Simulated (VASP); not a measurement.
# Os (P6_3/mmc) in VASP: settings compared

The runs below take Os through single point, with r2SCAN+rVV10, LDA.

Everything below comes from runs of VASP 6.6.1. Logs are shortened: lines on timing, memory, paths and dates and some standing lists are left out, and cuts for length are marked.

### Step 1. The cell of the first run

The structure is hexagonal, space group P6_3/mmc (No. 194). The conventional cell has a = 2.734 Å, b = 2.734 Å, c = 4.320 Å, α = 90.00°, β = 90.00°, γ = 120.00°. Os (site symmetry -6m2) has 12 Os at 2.68 to 2.73 Å within 3.5 Å.

### Step 2. Single point, r2SCAN+rVV10

Contents of POSCAR:

```
Os
1.0
    2.7341000000      0.0000000000      0.0000000000
   -1.3670500000      2.3678000565      0.0000000000
    0.0000000000      0.0000000000      4.3197000000
Os
2
Direct
    0.6666666667      0.3333333333      0.7500000000
    0.3333333333      0.6666666667      0.2500000000
```

Contents of INCAR.step1:

```
ALGO = Normal
EDIFF = 1E-4
ENCUT = 520
GGA = PE
ISMEAR = -1
LASPH = True
LCHARG = False
LREAL = False
LWAVE = True
NBANDS = 15
NELM = 80
PREC = Accurate
SIGMA = 0.05
```

Contents of INCAR.step2:

```
ALGO = Normal
BPARAM = 11.95
CPARAM = 0.0093
EDIFF = 1E-6
ENCUT = 520
ISIF = 2
ISMEAR = -1
ISTART = 1
IVDW_NL = 2
LASPH = True
LCHARG = False
LMIXTAU = True
LREAL = False
LUSE_VDW = True
LWAVE = False
METAGGA = R2SCAN
NBANDS = 15
NELM = 80
PREC = Accurate
SIGMA = 0.05
```

Contents of KPOINTS:

```
k-points
0
Gamma
  11 11 6
```

Potentials or basis: VASP PAW PBE potentials, release 64 (Os).

Started as:

```bash
$ cat potpaw_PBE.64/Os/POTCAR > POTCAR
$ cp INCAR.step1 INCAR
$ mpirun -np 1 vasp_std > vasp.out
$ cp INCAR.step2 INCAR
$ mpirun -np 1 vasp_std > vasp.out
```

OUTCAR:

```text
BPARAM = 11.95
   EDIFF = 1E-6
   ENCUT = 520
   ISIF = 2
   ISMEAR = -1
   ISTART = 1
   IVDW_NL = 2
   LASPH = True
   LREAL = False
   METAGGA = R2SCAN
   NELM = 80
   PREC = Accurate

 ion  position               nearest neighbor table
   1  0.667  0.333  0.750-   2 2.68   2 2.68   2 2.68   2 2.68   2 2.68   2 2.68
   2  0.333  0.667  0.250-   1 2.68   1 2.68   1 2.68   1 2.68   1 2.68   1 2.68

  LATTYP: Found a hexagonal cell.
 ALAT       =     2.7341000000
 C/A-ratio  =     1.5799348963

  Lattice vectors:

 A1 = (   2.7341000000,   0.0000000000,   0.0000000000)
 A2 = (  -1.3670500000,   2.3678000565,   0.0000000000)
 A3 = (   0.0000000000,   0.0000000000,   4.3197000000)

Analysis of symmetry for initial positions (statically):
=====================================================================
 Subroutine PRICEL returns:
 Original cell was already a primitive cell.

 Routine SETGRP: Setting up the symmetry group for a
 hexagonal supercell.

 Subroutine GETGRP returns: Found 24 space group operations
 (whereof 12 operations were pure point group operations)
 out of a pool of 24 trial point group operations.

The static configuration has the point symmetry D_3d.
 The point group associated with its full space group is D_6h.

Analysis of symmetry for dynamics (positions and initial velocities):
=====================================================================
 Subroutine PRICEL returns:
 Original cell was already a primitive cell.

 Routine SETGRP: Setting up the symmetry group for a
 hexagonal supercell.

 Subroutine GETGRP returns: Found 24 space group operations
 (whereof 12 operations were pure point group operations)
 out of a pool of 24 trial point group operations.

The dynamic configuration has the point symmetry D_3d.
 The point group associated with its full space group is D_6h.

 Subroutine INISYM returns: Found 24 space group operations
 (whereof 12 operations are pure point group operations),
 and found     1 'primitive' translations

----------------------------------------------------------------------------------------

                                     Primitive cell

  volume of cell :      27.9649

  direct lattice vectors                    reciprocal lattice vectors
     2.734100000  0.000000000  0.000000000     0.365751070  0.211166479  0.000000000
    -1.367050000  2.367800057  0.000000000     0.000000000  0.422332957  0.000000000
     0.000000000  0.000000000  4.319700000     0.000000000  0.000000000  0.231497558

  length of vectors
     2.734100000  2.734100000  4.319700000     0.422332957  0.422332957  0.231497558

  position of ions in fractional coordinates (direct lattice)
     0.666666667  0.333333333  0.750000000
     0.333333333  0.666666667  0.250000000

  ion indices of the primitive-cell ions
   primitive index   ion index
                 1           1
                 2           2

----------------------------------------------------------------------------------------

 KPOINTS: k-points

Automatic generation of k-mesh.
 Grid dimensions read from file:
 generate k-points for:   11   11    6

 Generating k-lattice:

  Cartesian coordinates                     Fractional coordinates (reciprocal lattice)
     0.033250097  0.019196953  0.000000000     0.090909091 -0.000000000  0.000000000
     0.000000000  0.038393905  0.000000000     0.000000000  0.090909091  0.000000000
     0.000000000  0.000000000  0.038582926     0.000000000  0.000000000  0.166666667

  Length of vectors
     0.038393905  0.038393905  0.038582926

  Shift w.r.t. Gamma in fractional coordinates (k-lattice)
     0.000000000  0.000000000  0.000000000

 Subroutine IBZKPT returns following result:
 ===========================================

 Found     64 irreducible k-points:

 Following reciprocal coordinates:
            Coordinates               Weight
  0.000000  0.000000  0.000000      1.000000
  0.090909  0.000000  0.000000      6.000000
  0.181818  0.000000  0.000000      6.000000
  0.272727 -0.000000  0.000000      6.000000
  0.363636 -0.000000  0.000000      6.000000
  0.454545  0.000000  0.000000      6.000000
[... 16 lines left out ...]
  0.090909  0.090909  0.166667     12.000000
  0.181818  0.090909  0.166667     24.000000
 [... further k-points ...]
   k-points           NKPTS =     64   k-points in BZ     NKDIM =     64   number of bands    NBANDS=     15
   number of dos      NEDOS =    301   number of ions     NIONS =      2
   total plane-waves  NPLWV =  12800
   dimension x,y,z NGX =    20 NGY =   20 NGZ =   32
   dimension x,y,z NGXF=    40 NGYF=   40 NGZF=   64
   ions per type =               2
   NGX,Y,Z   is equivalent  to a cutoff of  12.16, 12.16, 12.32 a.u.
   NGXF,Y,Z  is equivalent  to a cutoff of  24.32, 24.32, 24.63 a.u.
 SYSTEM =  unknown system
   PREC   = accura    normal or accurate (medium, high low for compatibility)
   ISTART =      1    job   : 0-new  1-cont  2-samecut
   ICHARG =      0    charge: 1-file 2-atom 10-const
   ISPIN  =      1    spin polarized calculation?
   LNONCOLLINEAR =      F non collinear calculations
   LSORBIT =      F    spin-orbit coupling
   LASPH  =      T    aspherical Exc in radial PAW
   ENCUT  =  520.0 eV  38.22 Ry    6.18 a.u.   5.08  5.08  8.03*2*pi/ulx,y,z
   NELM   =     80;   NELMIN=  2; NELMDL=  0     # of ELM steps
   EDIFF  = 0.1E-05   stopping-criterion for ELM
   LREAL  =      F    real-space projection
   EDIFFG = 0.1E-04   stopping-criterion for IOM
   NSW    =      0    number of steps for IOM
   IBRION =     -1    ionic relax: 0-MD 1-quasi-New 2-CG
   NFREE  =      0    steps in history (QN), initial steepest desc. (CG)
   ISIF   =      2    stress and relaxation
   ISYM   =      2    0-nonsym 1-usesym 2-fastsym
   POTIM  = 0.5000    time-step for ionic-motion
   TEBEG  =    0.0;   TEEND  =   0.0 temperature during run
   PSTRESS=    0.0 pullay stress
   NELECT =      16.0000    total number of electrons
   NUPDOWN=      -1.0000    fix difference up-down
   EMIN   =  10.00;   EMAX   =-10.00  energy-range for DOS
   EFERMI =   0.00;   METHOD = LEGACY
   ISMEAR =    -1;   SIGMA  =   0.05  broadening in eV -4-tet -1-fermi 0-gaus
   EFERMI_NEDOS =   21; number of points for ismear=-14 and -15
   IALGO  =     38    algorithm
   IMIX   =      4    mixing-type and parameters
     AMIX     =   0.40;   BMIX     =  1.00
     AMIX_MAG =   1.60;   BMIX_MAG =  1.00
  volume/ion in A,a.u.               =      13.98        94.36
  Fermi-wavevector in a.u.,A,eV,Ry     =   1.359076  2.568282 25.131161  1.847088
  Thomas-Fermi vector in A             =   2.485855
   LORBIT       =      0    0 simple, 1 ext, 2 COOP (PROOUT), +10 PAW based schemes
   METAGGA = R2SCAN    functional components
   LHFCALC =     F    Hartree Fock is set to
   AEXX    =    0.0000 exact exchange contribution
   IVDW_NL    =     2    kernel type
   BPARAM     =11.9500
   IVDW    =     0    specifies the selected vdW correction
   LEPSILON=     F    determine dielectric tensor
   LRPA    =     F    only Hartree local field effects (RPA)
 non-spin polarized calculation
  energy-cutoff  :      520.00
  volume of cell :       27.96
 maximum number of plane-waves:       768
   NGX = 11   NGY = 11   NGZ = 17

 number of electron      15.9999999 magnetization

 Free energy of the ion-electron system (eV)
  ---------------------------------------------------
  ext. energy  EPLUGINS =         0.00000000
  ---------------------------------------------------
  free energy    TOTEN  =      -105.78214392 eV

  energy without entropy =     -105.76968802  energy(sigma->0) =     -105.77591597

 E-fermi :   9.2184     XC(G=0): -15.4074

 val. band max:        9.1926989718   @ k =   0.0909   0.0000   0.3333
 cond. band min:       9.2518624378   @ k =   0.0000   0.0000   0.0000
 fundamental gap:      0.0591634660
 Fermi energy:         9.2183968243

 k-point     1 :       0.0000    0.0000    0.0000
  band No.  band energies     occupation
      1      -2.1888      2.00000
      2       1.1181      2.00000
      3       6.0954      2.00000
      4       6.0954      2.00000
      5       6.3583      2.00000
      6       6.9652      2.00000
      7       6.9652      2.00000
      8       7.6280      2.00000
      9       7.6280      2.00000
     10       9.2519      0.67730
     11      11.0237      0.00000
     12      11.0237      0.00000
     13      18.8349      0.00000
     14      24.0285      0.00000
     15      26.8274      0.00000

 k-point     2 :       0.0909    0.0000    0.0000
  band No.  band energies     occupation
      1      -1.8408      2.00000
      2       1.4229      2.00000
      3       5.5106      2.00000
      4       6.4021      2.00000
      5       6.7254      2.00000
      6       6.8981      2.00000
      7       7.1305      2.00000
      8       7.2509      2.00000
      9       7.3899      2.00000
     10       8.1564      2.00000
     11      11.1852      0.00000
     12      12.7097      0.00000
     13      18.8010      0.00000
     14      24.7278      0.00000
     15      27.2663      0.00000

 k-point     3 :       0.1818    0.0000    0.0000
  band No.  band energies     occupation
      1      -0.8792      2.00000
      2       2.1365      2.00000
      3       4.8277      2.00000
      4       5.5924      2.00000
      5       6.2858      2.00000
      6       6.8520      2.00000
      7       7.2890      2.00000
      8       7.5363      2.00000
      9       7.6737      2.00000
     10       8.0699      2.00000
     11      11.5134      0.00000
     12      15.1965      0.00000
     13      18.6115      0.00000
     14      25.7829      0.00000
     15      27.5157      0.00000
[... 343 lines left out ...]
 k-point    23 :       0.0909    0.0909    0.1667
  band No.  band energies     occupation
      1      -0.8587      2.00000
      2       2.0462      2.00000
      3       4.9817      2.00000
      4       5.3718      2.00000
      5       6.1951      2.00000
      6       6.5658      2.00000
      7       7.0418      2.00000
      8       7.4218      2.00000
      9       8.1495      2.00000
     10       8.2323      2.00000
     11      11.3075      0.00000
     12      13.4483      0.00000
     13      20.3691      0.00000
     14      25.2977      0.00000
     15      27.5251      0.00000

 k-point    24 :       0.1818    0.0909    0.1667
  band No.  band energies     occupation
      1       0.2264      2.00000
      2       2.7965      2.00000
      3       4.2718      2.00000
      4       4.5065      2.00000
      5       5.8196      2.00000
      6       6.4632      2.00000
      7       7.0573      2.00000
      8       8.0734      2.00000
      9       8.7032      1.99993
     10       9.0983      1.83401
     11      11.4715      0.00000
     12      15.0533      0.00000
     13      20.3614      0.00000
     14      25.0781      0.00000
     15      26.2514      0.00000

 [... further k-points ...]
[... 5 lines left out ...]
  --------------------------------------------------------------------------------------
  -------------------------------------------------------------------------------------
  Total        0.1164383      0.1164383      0.0315009      0.0000000      0.0000000      0.0000000
  in kB        6.6710359      6.6710359      1.8047620      0.0000000      0.0000000      0.0000000
  external PRESSURE =       5.0489446 kB  Pullay stress =       0.0000000 kB

 VOLUME and BASIS-vectors are now :
 -----------------------------------------------------------------------------
  energy-cutoff  :      520.00
  volume of cell :       27.96
      direct lattice vectors                 reciprocal lattice vectors
     2.734100000  0.000000000  0.000000000     0.365751070  0.211166479  0.000000000
    -1.367050000  2.367800057  0.000000000     0.000000000  0.422332957  0.000000000
     0.000000000  0.000000000  4.319700000     0.000000000  0.000000000  0.231497558

 POSITION                                       TOTAL-FORCE (eV/Angst)
 -----------------------------------------------------------------------------------
      1.36705      0.78927      3.23977        -0.000000      0.000000      0.000000
     -0.00000      1.57853      1.07993         0.000000      0.000000      0.000000
 -----------------------------------------------------------------------------------
    total drift:                               -0.000000      0.000000     -0.000000

  FREE ENERGIE OF THE ION-ELECTRON SYSTEM (eV)
  ---------------------------------------------------
  free  energy   TOTEN  =      -105.7821439184 eV

  energy  without entropy=     -105.7696880176  energy(sigma->0) =     -105.77591597
```

Wall time 2.1 min (1 thread of AMD EPYC 7R13, shared host); peak memory 0.19 GiB.

Results:

```
Free energy            : -105.7821 eV
Pressure               : 0.5 GPa
Band gap on the k mesh : zero (band 8 reaches 11.45 eV, above the bottom of band 9 at 7.39 eV)
```

Caveat: the PAW data sets were made with another functional, which shifts forces and pressure a little; spin-orbit coupling is left out, which moves the levels of the heavy elements.

(Part 1 of 3 ends here.)
